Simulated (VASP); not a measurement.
Write the native input for VASP 6.6.1 that does the following.

```yaml
Task: single point
Functional: PBEsol
Potentials_or_basis: VASP PAW PBE potentials, release 64 (C)
Cutoff: 520 eV
k_mesh: 11 × 11 × 11
Occupations: fermi-dirac, width 0.1 eV
Spin: no spin polarisation
Dipole_correction: no
Further_INCAR_settings: ALGO = Normal; EDIFF = 1e-06; NBANDS = 16
```

The structure of C lies in POSCAR:

```
C
1.0
    1.2652330906      0.7304822307      8.4978434554
   -1.2652330906      0.7304822307      8.4978434554
    0.0000000000     -1.4609654874      8.4978434554
C
4
Direct
    0.9128270000      0.9128270000      0.9128270000
    0.2461500000      0.2461500000      0.2461500000
    0.7538500000      0.7538500000      0.7538500000
    0.0871730000      0.0871730000      0.0871730000
```

One way to write it, as run:

INCAR

```
SYSTEM = C
  PREC = Accurate
  ENCUT = 520
  EDIFF = 1E-6
  ISMEAR = -1
  SIGMA = 0.1
  LREAL = .FALSE.
  LASPH = .TRUE.
  NELM = 80
  ALGO = Normal
  ISIF = 2
  LWAVE = .FALSE.
  LCHARG = .FALSE.
  GGA = PS
  NBANDS = 16
```

KPOINTS

```
Automatic mesh
0
G
  11 11 11
  0 0 0
```

Potentials or basis: VASP PAW PBE potentials, release 64 (C).

Run with:

```sh
$ cat potpaw_PBE.64/C/POTCAR > POTCAR
$ mpirun -np 1 vasp_std > vasp.out
```

Results of the run:

| Property | Result |
| --- | --- |
| Pressure | -16.4 GPa |
| Largest force | 0.008 eV/Å |
| Band gap on the k mesh | 1.17 eV, indirect (least direct gap 1.18 eV) |

Caveat: the PAW data sets were made with another functional, which shifts forces and pressure a little.

Run time: 6.2 min on 1 thread of Intel(R) Xeon(R) 6975P-C (Granite Rapids), with other jobs on the host, peak memory 0.56 GiB.
